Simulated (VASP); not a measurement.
Set up this calculation in VASP 6.6.1, as the native input.

```yaml
Task: relaxation of cell and atoms
Functional: PBE
Potentials_or_basis: VASP PAW PBE potentials, release 64 (Y_sv, Al, C, N)
Cutoff: 600 eV
k_mesh: 4 × 4 × 4
Occupations: gaussian, width 0.1 eV
Spin: no spin polarisation
Dipole_correction: no
Further_INCAR_settings: ALGO = Normal; EDIFF = 1e-07; IBRION = 2; EDIFFG = -0.04; NSW = 90; ISIF = 3
```

The structure of YAlC4N4 lies in POSCAR:

```
YAlC4N4
1.0
    6.0679513300      0.0000000000      0.0000000000
    0.0000000000      6.0679513300      0.0000000000
    0.0000000000      0.0000000000      6.0679513300
Y Al C N
1 1 4 4
Direct
    0.5000000000      0.5000000000      0.5000000000
    0.0000000000      0.0000000000      0.0000000000
    0.1784015200      0.1784015200      0.1784015200
    0.1784015200      0.8215984800      0.8215984800
    0.8215984800      0.1784015200      0.8215984800
    0.8215984800      0.8215984800      0.1784015200
    0.2897240700      0.2897240700      0.2897240700
    0.2897240700      0.7102759300      0.7102759300
    0.7102759300      0.2897240700      0.7102759300
    0.7102759300      0.7102759300      0.2897240700
```

The input as run:

INCAR

```
  PREC = Accurate
  ENCUT = 600
  EDIFF = 1E-7
  ISMEAR = 0
  SIGMA = 0.1
  LREAL = F
  LASPH = T
  NELM = 60
  ALGO = Normal
  ISIF = 3
  LWAVE = F
  LCHARG = F
  GGA = PE
  IBRION = 2
  NSW = 90
  EDIFFG = -0.04
```

KPOINTS

```
Automatic mesh
0
Gamma
  4 4 4
```

Potentials or basis: VASP PAW PBE potentials, release 64 (Y_sv, Al, C, N).

Command:

```console
$ cat potpaw_PBE.64/Y_sv/POTCAR potpaw_PBE.64/Al/POTCAR potpaw_PBE.64/C/POTCAR potpaw_PBE.64/N/POTCAR > POTCAR
$ mpirun -np 1 vasp_std > vasp.out
```

It gave:

```json
{
  "Relaxed volume": "24.30 Å³/atom",
  "Relaxed cell": "a = 6.241 Å, b = 6.241 Å, c = 6.241 Å, α = 90.00°, β = 90.00°, γ = 90.00°",
  "Space group after relaxing (to 0.05 Å)": "P-43m (No. 215)",
  "Energy gained by relaxing": "36.5 meV/atom",
  "Ionic steps": "7",
  "Pressure after relaxing": "0.0 GPa",
  "Largest force after relaxing": "0.028 eV/Å",
  "Band gap on the k mesh": "zero (band 25 reaches 1.26 eV, above the bottom of band 26 at 1.11 eV)"
}
```

Wall time 9.5 min on 1 thread of Oxide Virtual Turin-like Processor, with other jobs on the host, peak memory 0.37 GiB.
